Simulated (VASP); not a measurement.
**HfC: single point with PBEsol**

The system is HfC.

```
CELL_PARAMETERS angstrom
3.35780 0.00334 -0.05252
-1.67601 2.92689 0.01149
-0.08174 -0.02654 5.25088
ATOMIC_POSITIONS crystal
Hf 0.73007 0.38070 0.77488
Hf 0.29976 0.68405 0.24510
C 0.97677 0.98083 0.96182
C 0.97060 0.97667 0.48992
```

* Program: VASP 6.6.1
* Task: single point
* Functional: PBEsol
* Potentials or basis: VASP PAW PBE potentials, release 64 (Hf_pv, C)
* Cutoff: 520 eV
* k mesh: 5 × 5 × 3
* Occupations: fermi-dirac, width 0.05 eV
* Spin: no spin polarisation

```yaml
Pressure: -2.5 GPa
Largest_force: 6.329 eV/Å
Band_gap_on_the_k_mesh: zero (band 14 reaches 6.17 eV, above the bottom of band 15 at 5.75 eV)
```

Forces on the atoms (eV/Å):
```
Hf  -2.645 -3.643 -4.449
Hf   1.293 -1.200  1.898
C    0.975  3.020  3.015
C    0.377  1.823 -0.465
```

Stress tensor (GPa, compression positive):
```
-6.27 -2.16  8.65
-2.16 -2.28  6.26
 8.65  6.26  0.91
```

Levels at points of the mesh, in eV from the Fermi level:
```
           k point  band 11  band 12  band 13  band 14  band 15  band 16  band 17  band 18
(0.00, 0.00, 0.00)    -2.97    -1.58    -0.62     0.36     1.21     1.78     1.91     3.02
```

Wall time 66 s on 1 thread of Intel Xeon 8259CL, with other jobs on the host, peak memory 0.2 GiB.

Caveat: the k points lie up to 0.43 Å⁻¹ apart; the PAW data sets were made with another functional, which shifts forces and pressure a little; spin-orbit coupling is left out, which moves the levels of the heavy elements.
